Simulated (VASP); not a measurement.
Write the native input for VASP 6.6.1 that does the following.

- Task: single point
- Functional: r2SCAN
- Potentials or basis: VASP PAW PBE potentials, release 64 (Ti_sv, Al)
- Cutoff: 520 eV
- k mesh: 14 × 14 × 14
- Occupations: gaussian, width 0.1 eV
- Spin: no spin polarisation
- Dipole correction: no
- Further INCAR settings: ALGO = Normal; EDIFF = 1e-06; NBANDS = 14

Crystal: TiAl.

```
Ti Al
1.0
     3.03899    0.00000    0.00000
     0.00000    3.03899    0.00000
     0.00000    0.00000    3.03899
Ti Al
1 1
Cartesian
  1.5195 1.5195 1.5195
  0.0000 0.0000 0.0000
```

This cell differs from its parent crystal: volume scaled by 0.88.

These files were run (other wordings do the same):

POSCAR

```
TiAl
1.0
    3.0389922438      0.0000000000      0.0000000000
    0.0000000000      3.0389922438      0.0000000000
    0.0000000000      0.0000000000      3.0389922438
Ti Al
1 1
Direct
    0.5000000000      0.5000000000      0.5000000000
    0.0000000000      0.0000000000      0.0000000000
```

INCAR.step1

```
PREC = Accurate ; ENCUT = 520
ISMEAR = 0 ; SIGMA = 0.1
LREAL = False ; LASPH = True
NELM = 100 ; NBANDS = 14
GGA = PE ; ALGO = Normal
EDIFF = 1E-4 ; LWAVE = True
LCHARG = False
```

INCAR.step2

```
PREC = Accurate ; ENCUT = 520
EDIFF = 1E-6 ; ISMEAR = 0
SIGMA = 0.1 ; LREAL = False
LASPH = True ; NELM = 100
ALGO = Normal ; ISIF = 2
LWAVE = False ; LCHARG = False
METAGGA = R2SCAN ; LMIXTAU = True
NBANDS = 14 ; ISTART = 1
```

KPOINTS

```
regular mesh
0
Gamma
  14 14 14
```

Potentials or basis: VASP PAW PBE potentials, release 64 (Ti_sv, Al).

The run is started by

```sh
$ cat potpaw_PBE.64/Ti_sv/POTCAR potpaw_PBE.64/Al/POTCAR > POTCAR
$ cp INCAR.step1 INCAR
$ mpirun -np 1 vasp_std > vasp.out
$ cp INCAR.step2 INCAR
$ mpirun -np 1 vasp_std > vasp.out
```

Results of the run:

```json
{"Pressure": "19.9 GPa"}
```

Caveat: the PAW data sets were made with another functional, which shifts forces and pressure a little.

Wall time 42 s on 1 thread of Intel(R) Xeon(R) 6975P-C (Granite Rapids) (shared host), peak memory 0.17 GiB.
